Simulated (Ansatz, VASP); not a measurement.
Sb: VASP beside Ansatz

```
Sb
1.0
    -1.88153    1.88153    1.88153
     1.88153   -1.88153    1.88153
     1.88153    1.88153   -1.88153
Sb
1
Direct
  0.00000 0.00000 0.00000
```

Alike in both runs: functional r2SCAN; k mesh 5 × 5 × 5; no spin polarisation.

Ansatz relaxed the structure, and its values are those at the end. VASP's run is a single point on that final structure, the one shown.

```csv
,VASP,Ansatz
version,VASP 6.6.1,Ansatz 0.2.0
potentials or method,"VASP PAW PBE potentials, release 64 (Sb), cutoff 550 eV",PAW plane waves
occupations,"fermi-dirac, width 0.1 eV",fermi-dirac
valence electrons in the cell,5,15
```

Ansatz gave:

```
gap on the k mesh at the Fermi level (eV) : none
pressure (GPa)                            : 0.0
```

Q: Estimate VASP's values.

A: gap on the k mesh at the Fermi level (eV): none; pressure (GPa): -0.1.

VASP's potentials were made for PBE, not for r2SCAN. A gap of «none» marks a metal or a gap that the smearing closes. VASP's potentials hold 5 valence electrons a cell and Ansatz's 15, so a difference there can come from the potentials and not from the codes.

The k mesh is coarse, so the values compare programs but aren't converged. Spin-orbit coupling is off throughout.
